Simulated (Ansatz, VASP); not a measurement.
## Two plane-wave programs on TiO2

```
Ti O
1.0
     3.38852    0.00000    0.00000
     0.00000    3.38852    0.00000
     0.00000    0.00000    5.34146
Ti O
2 4
Direct
  0.50000 0.50000 0.50000
  0.00000 0.00000 0.00000
  0.00000 0.50000 0.65684
  0.50000 0.00000 0.84316
  0.50000 0.00000 0.34316
  0.00000 0.50000 0.15684
```

Alike in both runs: functional PBE; k mesh 8 × 8 × 4; occupations gaussian, width 0.02 eV; no spin polarisation.

Ansatz relaxed the structure, and its values are those at the end. VASP's run is a single point on that final structure, the one shown.

|  | VASP | Ansatz |
| --- | --- | --- |
| version | VASP 6.6.1 | Ansatz 0.2.0 |
| potentials or method | VASP PAW PBE potentials, release 64 (Ti_sv, O), cutoff 520 eV | scalar-relativistic, plane waves, PAW |
| valence electrons in the cell | 48 | 48 |

|  | VASP | Ansatz | Ansatz less VASP |
| --- | --- | --- | --- |
| gap on the k mesh at the Fermi level (eV) | 2.55 | 2.57 | +0.017 |
| least direct gap on the mesh (eV) | 2.57 | 2.58 | +0.017 |
| pressure (GPa) | 0.8 | 0.0 | -0.77 |
| rms of the force components (eV/Å) | 0.030 | 0.000 | -0.0298 |
